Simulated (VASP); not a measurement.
Set up this calculation in VASP 6.6.1, as the native input.

```yaml
Task: single point
Functional: PBE
Potentials_or_basis: VASP PAW PBE potentials, release 64 (Ga_d, P)
Cutoff: 520 eV
k_mesh: 10 × 10 × 10
Occupations: gaussian, width 0.05 eV
Spin: no spin polarisation
Dipole_correction: no
Further_INCAR_settings: ALGO = Normal; EDIFF = 1e-06; NBANDS = 16
```

The structure of GaP lies in POSCAR:

```
GaP
1.0
    0.0000000000      2.7041270840      2.7774518118
    2.7774518118      0.0000000000      2.7774518118
    2.7774518118      2.7041270840      0.0000000000
Ga P
1 1
Direct
    0.0000000000      0.0000000000      0.0000000000
    0.7500000000      0.7500000000      0.7500000000
```

This cell differs from its parent crystal: volume 20.860 Å^3 an atom, c/a of the conventional cell 0.9736.

One way to write it, as run:

INCAR

```
SYSTEM = GaP
ALGO = Normal
EDIFF = 1E-6
ENCUT = 520
GGA = PE
ISIF = 2
ISMEAR = 0
LASPH = .True.
LCHARG = .True.
LELF = .True.
LREAL = .False.
LVHAR = .True.
LWAVE = .False.
NBANDS = 16
NELM = 100
PREC = Accurate
SIGMA = 0.05
```

KPOINTS

```
k-points
0
Gamma
  10 10 10
  0 0 0
```

Potentials or basis: VASP PAW PBE potentials, release 64 (Ga_d, P).

Run with:

```console
$ cat potpaw_PBE.64/Ga_d/POTCAR potpaw_PBE.64/P/POTCAR > POTCAR
$ mpirun -np 1 vasp_std > vasp.out
```

Results of the run:

The pressure is -0.1 GPa and the band gap on the k mesh is 1.40 eV, indirect (least direct gap 1.48 eV).

Wall time 72 s on 1 thread of Intel(R) Xeon(R) Platinum 8259CL CPU @ 2.50GHz (Skylake/Cascade Lake), on a shared host, peak memory 0.21 GiB.
